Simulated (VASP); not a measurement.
## Al16BH3: single point with PBEsol

The system is Al16BH3, a slab with vacuum.

```
Al B H
1.0
     8.10000    0.00000    0.00000
     0.00000    5.72757    0.00000
     0.00000    0.00000   17.29567
Al B H
16 1 3
Direct
  0.25000 0.25000 0.05782
  0.75000 0.25000 0.05782
  0.25000 0.75000 0.05782
  0.75000 0.75000 0.05782
  0.00249 0.00200 0.13169
  0.50000 0.99991 0.12594
  0.99951 0.50052 0.13093
  0.50006 0.50250 0.12849
  0.26033 0.25114 0.22103
  0.74837 0.25478 0.21351
  0.24511 0.74882 0.20990
  0.75715 0.75492 0.21002
  0.99748 0.00066 0.28760
  0.50326 0.98836 0.28229
  0.99683 0.50516 0.28729
  0.50564 0.53490 0.28718
  0.37671 0.26328 0.34081
  0.52474 0.77039 0.35169
  0.26703 0.27020 0.38790
  0.50357 0.17745 0.37154
```

```yaml
Program: VASP 6.6.1
Task: single point
Functional: PBEsol
Potentials_or_basis: VASP PAW PBE potentials, release 64 (Al, B, H)
Cutoff: 520 eV
k_mesh: 2 × 3 × 1
Occupations: gaussian, width 0.15 eV
Spin: no spin polarisation
Dipole_correction: no
Further_INCAR_settings: LREAL = Auto; ALGO = Normal; EDIFF = 1e-07; NBANDS = 43
```

The largest force is 0.421 eV/Å. The band gap on the k mesh is 0.01 eV (least direct gap 0.26 eV).

Forces in eV/Å, atoms in the order of the input:
```
Al   0.188  0.025  0.376
Al  -0.136  0.031 -0.019
Al   0.134 -0.026 -0.175
Al  -0.181 -0.026 -0.209
Al   0.006 -0.002  0.005
Al  -0.006  0.007  0.012
Al   0.009  0.001  0.002
Al  -0.008 -0.004  0.002
Al  -0.004 -0.001 -0.012
Al   0.012 -0.005 -0.002
Al  -0.007 -0.007  0.003
Al   0.001 -0.001  0.010
Al   0.003  0.002 -0.003
Al  -0.007  0.002 -0.006
Al   0.000 -0.003 -0.010
Al   0.008  0.009  0.014
B   -0.016 -0.004 -0.016
H    0.007 -0.004  0.006
H   -0.020  0.002  0.016
H    0.017  0.004  0.005
```

Levels at points of the mesh, in eV from the valence-band top:
| k point | band 24 | band 25 | band 26 | band 27 | band 28 | band 29 | band 30 | band 31 |
| --- | --- | --- | --- | --- | --- | --- | --- | --- |
| (0.00, 0.00, 0.00) | -1.08 | -0.58 | -0.47 | -0.25 | 0.01 | 0.35 | 0.93 | 1.30 |
| (0.50, 0.00, 0.00) | -0.86 | -0.85 | -0.68 | -0.57 | 0.22 | 0.67 | 0.69 | 1.43 |

Wall time 12 min on 1 thread of Intel Xeon 8259CL, on a shared host, peak memory 0.79 GiB.

Caveat: the smearing spreads over this small gap; there is no dipole correction, which matters where the two faces differ; the PAW data sets were made with another functional, which shifts forces and pressure a little.
